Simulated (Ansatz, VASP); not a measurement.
Two plane-wave programs on AlAuC4N4

```
Al C Au N
1.0
     6.14773    0.00000    0.00000
     0.00000    6.14773    0.00000
     0.00000    0.00000    6.14773
Al C Au N
1 4 1 4
Cartesian
  0.0000 0.0000 0.0000
  1.1374 1.1374 1.1374
  1.1374 5.0103 5.0103
  5.0103 1.1374 5.0103
  5.0103 5.0103 1.1374
  3.0739 3.0739 3.0739
  1.8088 1.8088 1.8088
  1.8088 4.3390 4.3390
  4.3390 1.8088 4.3390
  4.3390 4.3390 1.8088
```

Alike in both runs: functional PBE; k mesh 4 × 4 × 4; occupations gaussian, width 0.02 eV; no spin polarisation.

Ansatz relaxed the structure, and its values are those at the end. VASP's run is a single point on that final structure, the one shown.

|  | VASP | Ansatz |
| --- | --- | --- |
| version | VASP 6.6.1 | Ansatz 0.2.0 |
| potentials or method | VASP PAW PBE potentials, release 64 (Al, C, Au_sv_GW, N), cutoff 700 eV | scalar-relativistic, plane waves, PAW |
| valence electrons in the cell | 58 | 58 |

|  | VASP | Ansatz | Ansatz less VASP |
| --- | --- | --- | --- |
| gap on the k mesh at the Fermi level (eV) | 3.49 | 3.48 | -0.003 |
| least direct gap on the mesh (eV) | 3.51 | 3.51 | -0.003 |
| pressure (GPa) | 0.2 | 0.0 | -0.19 |
| rms of the force components (eV/Å) | 0.202 | 0.005 | -0.1967 |

One of these differences is far larger than is usual between the two programs; its cause wasn't traced.

Neither program's run includes spin-orbit coupling. Noted on VASP's run: the standard files for N, O and F lose accuracy on very short bonds.
